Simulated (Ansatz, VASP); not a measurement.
## Cr in VASP and in Ansatz

INCAR

```
SYSTEM = Cr
PREC = Accurate ; ENCUT = 520
EDIFF = 1E-6 ; ISMEAR = -1
SIGMA = 0.1 ; LREAL = .FALSE.
LASPH = .TRUE. ; NELM = 80
ALGO = Normal ; ISIF = 2
LWAVE = .FALSE. ; LCHARG = .FALSE.
GGA = PS ; NBANDS = 12
```

KPOINTS

```
Automatic mesh
0
G
  15 15 15
  0 0 0
```

The input POSCAR:

```
Cr
1.0
    2.3669188894      0.0000000000      0.0000000000
    0.0000000000      2.3669188894      0.0000000000
    0.0000000000      0.0000000000      2.3669188894
Cr
1
Direct
    0.0000000000      0.0000000000      0.0000000000
```

Input for Ansatz:

```yaml
crystal:
  lattice:
    - [2.3669188894, 0.0, 0.0]
    - [0.0, 2.3669188894, 0.0]
    - [0.0, 0.0, 2.3669188894]
  atoms:
    - { symbol: Cr, position: [0.0, 0.0, 0.0] }
hamiltonian:
  xc: pbesol
  pseudopotentials:
    kind: paw
    azcp:
      Cr: "pseudopotentials/Cr.paw.azcp"
basis:
  ecutwfc: 420
  fft_grid_basis: typed
kpoints:
  mp_grid: { grid: [15, 15, 15], shift: [0, 0, 0] }
magnetization:
  spin_polarized: false
scf:
  occupations: { method: fermi_dirac, width: 0.1 }
  lower_state_search: "off"
output:
  stress: true
```

Alike in both runs: task single point; functional PBEsol; k mesh 15 × 15 × 15; occupations fermi-dirac, width 0.1 eV; no spin polarisation.

|  | VASP | Ansatz |
| --- | --- | --- |
| version | VASP 6.6.1 | Ansatz 0.2.0 |
| potentials or method | VASP PAW PBE potentials, release 64 (Cr_pv), cutoff 520 eV | plane waves (420 eV) with PAW, scalar-relativistic |
| valence electrons in the cell | 12 | 14 |

|  | VASP | Ansatz | Ansatz less VASP |
| --- | --- | --- | --- |
| pressure (GPa) | -13.3 | -13.1 | +0.23 |

VASP's potentials were made for PBE, not for PBEsol, and Ansatz warns of the same on its side. VASP's potentials hold 12 valence electrons a cell and Ansatz's 14, so a difference there can come from the potentials and not from the codes.
